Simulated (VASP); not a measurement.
# Si (Fd-3m) in VASP: single point with PBE

Aim: the single point of Si with PBE.

Program: VASP 6.6.1. These are calculated values, not measurements. Logs are shortened: lines on timing, memory, paths and dates and some standing lists are left out, and cuts for length are marked.

### Step 1. The cell of the first run

The structure is cubic, space group Fd-3m (No. 227). The conventional cell has a = 5.470 Å, b = 5.470 Å, c = 5.470 Å, α = 90.00°, β = 90.00°, γ = 90.00°. Within 3.1 Å of Si (site symmetry -43m) lie 4 Si at 2.37 Å.

### Step 2. Single point, PBE

The input, INCAR:

```
ALGO = Normal
EDIFF = 1E-6
ENCUT = 520
GGA = PE
ISIF = 2
ISMEAR = 0
LASPH = True
LCHARG = True
LELF = True
LREAL = False
LVHAR = True
LWAVE = False
NBANDS = 11
NELM = 100
PREC = Accurate
SIGMA = 0.01
```

The input, KPOINTS:

```
k-points
0
Gamma
  8 8 8
```

The input, POSCAR:

```
Si
1.0
    0.0000000000      2.7350468771      2.7350468771
    2.7350468771      0.0000000000      2.7350468771
    2.7350468771      2.7350468771      0.0000000000
Si
2
Direct
    0.7500000000      0.7500000000      0.7500000000
    0.5000000000      0.5000000000      0.5000000000
```

Potentials or basis: VASP PAW PBE potentials, release 64 (Si).

Started as:

```sh
$ cat potpaw_PBE.64/Si/POTCAR > POTCAR
$ mpirun -np 1 vasp_std > vasp.out
```

OUTCAR:

```text
EDIFF = 1E-6
   ENCUT = 520
   GGA = PE
   ISIF = 2
   ISMEAR = 0
   LASPH = True
   LREAL = False
   NELM = 100
   PREC = Accurate

 ion  position               nearest neighbor table
   1  0.750  0.750  0.750-   2 2.37   2 2.37   2 2.37   2 2.37
   2  0.500  0.500  0.500-   1 2.37   1 2.37   1 2.37   1 2.37

  LATTYP: Found a face centered cubic cell.
 ALAT       =     5.4700937542

  Lattice vectors:

 A1 = (   0.0000000000,   2.7350468771,   2.7350468771)
 A2 = (   2.7350468771,   0.0000000000,   2.7350468771)
 A3 = (   2.7350468771,   2.7350468771,   0.0000000000)

Analysis of symmetry for initial positions (statically):
=====================================================================
 Subroutine PRICEL returns:
 Original cell was already a primitive cell.

 Routine SETGRP: Setting up the symmetry group for a
 face centered cubic supercell.

 Subroutine GETGRP returns: Found 48 space group operations
 (whereof 24 operations were pure point group operations)
 out of a pool of 48 trial point group operations.

The static configuration has the point symmetry T_d .
 The point group associated with its full space group is O_h .

Analysis of symmetry for dynamics (positions and initial velocities):
=====================================================================
 Subroutine PRICEL returns:
 Original cell was already a primitive cell.

 Routine SETGRP: Setting up the symmetry group for a
 face centered cubic supercell.

 Subroutine GETGRP returns: Found 48 space group operations
 (whereof 24 operations were pure point group operations)
 out of a pool of 48 trial point group operations.

The dynamic configuration has the point symmetry T_d .
 The point group associated with its full space group is O_h .

 Subroutine INISYM returns: Found 48 space group operations
 (whereof 24 operations are pure point group operations),
 and found     1 'primitive' translations

----------------------------------------------------------------------------------------

                                     Primitive cell

  volume of cell :      40.9189

  direct lattice vectors                    reciprocal lattice vectors
     0.000000000  2.735046877  2.735046877    -0.182812223  0.182812223  0.182812223
     2.735046877  0.000000000  2.735046877     0.182812223 -0.182812223  0.182812223
     2.735046877  2.735046877  0.000000000     0.182812223  0.182812223 -0.182812223

  length of vectors
     3.867940387  3.867940387  3.867940387     0.316640059  0.316640059  0.316640059

  position of ions in fractional coordinates (direct lattice)
     0.750000000  0.750000000  0.750000000
     0.500000000  0.500000000  0.500000000

  ion indices of the primitive-cell ions
   primitive index   ion index
                 1           1
                 2           2

----------------------------------------------------------------------------------------

 KPOINTS: k-points

Automatic generation of k-mesh.
 Grid dimensions read from file:
 generate k-points for:    8    8    8

 Generating k-lattice:

  Cartesian coordinates                     Fractional coordinates (reciprocal lattice)
    -0.022851528  0.022851528  0.022851528     0.125000000  0.000000000  0.000000000
     0.022851528 -0.022851528  0.022851528     0.000000000  0.125000000  0.000000000
     0.022851528  0.022851528 -0.022851528     0.000000000  0.000000000  0.125000000

  Length of vectors
     0.039580007  0.039580007  0.039580007

  Shift w.r.t. Gamma in fractional coordinates (k-lattice)
     0.000000000  0.000000000  0.000000000

 Subroutine IBZKPT returns following result:
 ===========================================

 Found     29 irreducible k-points:

 Following reciprocal coordinates:
            Coordinates               Weight
  0.000000  0.000000  0.000000      1.000000
  0.125000  0.000000  0.000000      8.000000
  0.250000  0.000000  0.000000      8.000000
  0.375000  0.000000  0.000000      8.000000
  0.500000  0.000000  0.000000      4.000000
  0.125000  0.125000  0.000000      6.000000
[... 16 lines left out ...]
  0.500000  0.250000  0.125000     48.000000
 -0.375000  0.250000  0.125000     24.000000
 [... further k-points ...]
   k-points           NKPTS =     29   k-points in BZ     NKDIM =     29   number of bands    NBANDS=     11
   number of dos      NEDOS =    301   number of ions     NIONS =      2
   total plane-waves  NPLWV =  27000
   dimension x,y,z NGX =    30 NGY =   30 NGZ =   30
   dimension x,y,z NGXF=    60 NGYF=   60 NGZF=   60
   ions per type =               2
   NGX,Y,Z   is equivalent  to a cutoff of  12.89, 12.89, 12.89 a.u.
   NGXF,Y,Z  is equivalent  to a cutoff of  25.79, 25.79, 25.79 a.u.
 SYSTEM =  unknown system
   PREC   = accura    normal or accurate (medium, high low for compatibility)
   ISTART =      0    job   : 0-new  1-cont  2-samecut
   ICHARG =      2    charge: 1-file 2-atom 10-const
   ISPIN  =      1    spin polarized calculation?
   LNONCOLLINEAR =      F non collinear calculations
   LSORBIT =      F    spin-orbit coupling
   LASPH  =      T    aspherical Exc in radial PAW
   ENCUT  =  520.0 eV  38.22 Ry    6.18 a.u.   7.19  7.19  7.19*2*pi/ulx,y,z
   NELM   =    100;   NELMIN=  2; NELMDL= -5     # of ELM steps
   EDIFF  = 0.1E-05   stopping-criterion for ELM
   LREAL  =      F    real-space projection
   EDIFFG = 0.1E-04   stopping-criterion for IOM
   NSW    =      0    number of steps for IOM
   IBRION =     -1    ionic relax: 0-MD 1-quasi-New 2-CG
   NFREE  =      0    steps in history (QN), initial steepest desc. (CG)
   ISIF   =      2    stress and relaxation
   ISYM   =      2    0-nonsym 1-usesym 2-fastsym
   POTIM  = 0.5000    time-step for ionic-motion
   TEBEG  =    0.0;   TEEND  =   0.0 temperature during run
   PSTRESS=    0.0 pullay stress
   NELECT =       8.0000    total number of electrons
   NUPDOWN=      -1.0000    fix difference up-down
   EMIN   =  10.00;   EMAX   =-10.00  energy-range for DOS
   EFERMI =   0.00;   METHOD = LEGACY
   ISMEAR =     0;   SIGMA  =   0.01  broadening in eV -4-tet -1-fermi 0-gaus
   EFERMI_NEDOS =   21; number of points for ismear=-14 and -15
   IALGO  =     38    algorithm
   IMIX   =      4    mixing-type and parameters
     AMIX     =   0.40;   BMIX     =  1.00
     AMIX_MAG =   1.60;   BMIX_MAG =  1.00
  volume/ion in A,a.u.               =      20.46       138.07
  Fermi-wavevector in a.u.,A,eV,Ry     =   0.950160  1.795542 12.283393  0.902804
  Thomas-Fermi vector in A             =   2.078511
   LORBIT       =      0    0 simple, 1 ext, 2 COOP (PROOUT), +10 PAW based schemes
   GGA     = PE    functional components
   LHFCALC =     F    Hartree Fock is set to
   AEXX    =    0.0000 exact exchange contribution
   IVDW    =     0    specifies the selected vdW correction
   LEPSILON=     F    determine dielectric tensor
   LRPA    =     F    only Hartree local field effects (RPA)
 non-spin polarized calculation
 Gauss-broadening in eV      SIGMA  =   0.01
  energy-cutoff  :      520.00
  volume of cell :       40.92
 maximum number of plane-waves:      1124
 NGX is ok and might be reduce to    30
   NGX = 15   NGY = 15   NGZ = 15

 number of electron       8.0000001 magnetization

 Free energy of the ion-electron system (eV)
  ---------------------------------------------------
  ext. energy  EPLUGINS =         0.00000000
  ---------------------------------------------------
  free energy    TOTEN  =       -10.84608134 eV

  energy without entropy =      -10.84608134  energy(sigma->0) =      -10.84608134

 E-fermi :   5.7220     XC(G=0):  -9.3237

 val. band max:        5.6099049280   @ k =   0.0000   0.0000   0.0000
 cond. band min:       6.2610804899   @ k =   0.3750   0.3750   0.0000
 fundamental gap:      0.6511755620
 Fermi energy:         5.7219692901

 k-point     1 :       0.0000    0.0000    0.0000
  band No.  band energies     occupation
      1      -6.1999      2.00000
      2       5.6099      2.00000
      3       5.6099      2.00000
      4       5.6099      2.00000
      5       8.1661      0.00000
      6       8.1661      0.00000
      7       8.1661      0.00000
      8       8.7353      0.00000
      9      13.3181      0.00000
     10      13.3181      0.00000
     11      13.4841      0.00000

 k-point     2 :       0.1250    0.0000    0.0000
  band No.  band energies     occupation
      1      -5.9996      2.00000
      2       4.0193      2.00000
      3       5.3277      2.00000
      4       5.3277      2.00000
      5       8.0505      0.00000
      6       8.5812      0.00000
      7       8.5812      0.00000
      8      10.1363      0.00000
      9      12.8455      0.00000
     10      12.8455      0.00000
     11      14.2594      0.00000

 k-point     3 :       0.2500    0.0000    0.0000
  band No.  band energies     occupation
      1      -5.4156      2.00000
      2       1.7249      2.00000
      3       4.8653      2.00000
      4       4.8653      2.00000
      5       7.5665      0.00000
      6       9.0991      0.00000
      7       9.0991      0.00000
      8      12.3549      0.00000
      9      12.7963      0.00000
     10      12.7963      0.00000
     11      14.5369      0.00000
[... 267 lines left out ...]
 k-point    23 :       0.5000    0.2500    0.1250
  band No.  band energies     occupation
      1      -4.0271      2.00000
      2      -0.1762      2.00000
      3       2.3558      2.00000
      4       3.7236      2.00000
      5       8.4736      0.00000
      6       9.1387      0.00000
      7      10.5861      0.00000
      8      11.4862      0.00000
      9      14.5377      0.00000
     10      15.2331      0.00000
     11      17.5090      0.00000

 k-point    24 :      -0.3750    0.2500    0.1250
  band No.  band energies     occupation
      1      -3.3935      2.00000
      2      -1.0949      2.00000
      3       2.2244      2.00000
      4       3.5008      2.00000
      5       8.6320      0.00000
      6       8.7564      0.00000
      7      11.4545      0.00000
      8      12.6743      0.00000
      9      12.9140      0.00000
     10      16.1152      0.00000
     11      17.1583      0.00000

 [... further k-points ...]

------------------------ aborting loop because EDIFF is reached ----------------------------------------

  FORCE on cell =-STRESS in cart. coord.  units (eV):
  Direction    XX          YY          ZZ          XY          YZ          ZX
  --------------------------------------------------------------------------------------
  -------------------------------------------------------------------------------------
  Total       -0.0163180     -0.0163180     -0.0163180     -0.0000000      0.0000000      0.0000000
  in kB       -0.6389318     -0.6389318     -0.6389318     -0.0000000      0.0000000      0.0000000
  external PRESSURE =      -0.6389318 kB  Pullay stress =       0.0000000 kB

 VOLUME and BASIS-vectors are now :
 -----------------------------------------------------------------------------
  energy-cutoff  :      520.00
  volume of cell :       40.92
      direct lattice vectors                 reciprocal lattice vectors
     0.000000000  2.735046877  2.735046877    -0.182812223  0.182812223  0.182812223
     2.735046877  0.000000000  2.735046877     0.182812223 -0.182812223  0.182812223
     2.735046877  2.735046877  0.000000000     0.182812223  0.182812223 -0.182812223

 POSITION                                       TOTAL-FORCE (eV/Angst)
 -----------------------------------------------------------------------------------
      4.10257      4.10257      4.10257         0.000000      0.000000      0.000000
      2.73505      2.73505      2.73505        -0.000000     -0.000000     -0.000000
 -----------------------------------------------------------------------------------
    total drift:                                0.000000     -0.000000     -0.000000

  FREE ENERGIE OF THE ION-ELECTRON SYSTEM (eV)
  ---------------------------------------------------
  free  energy   TOTEN  =       -10.8460813373 eV

  energy  without entropy=      -10.8460813373  energy(sigma->0) =      -10.84608134
```

Run time: 8.2 s. Hardware: 1 thread of Intel Xeon Platinum 8488C (Sapphire Rapids), shared host; peak memory 0.16 GiB.

Results:

* Free energy: -10.8461 eV
* Pressure: -0.1 GPa
* Band gap on the k mesh: 0.65 eV (least direct gap 2.56 eV)

Levels at points of the mesh, in eV from the valence-band top:
| k point | band 1 | band 2 | band 3 | band 4 | band 5 | band 6 | band 7 | band 8 | band 9 |
| --- | --- | --- | --- | --- | --- | --- | --- | --- | --- |
| (0.00, 0.00, 0.00) | -11.81 | 0.00 | 0.00 | 0.00 | 2.56 | 2.56 | 2.56 | 3.13 | 7.71 |
| (0.50, 0.00, 0.00) | -9.53 | -6.87 | -1.18 | -1.18 | 1.46 | 3.35 | 3.35 | 7.70 | 10.49 |
| (0.50, 0.50, 0.00) | -7.74 | -7.74 | -2.79 | -2.79 | 0.75 | 0.75 | 9.93 | 9.93 | 10.90 |
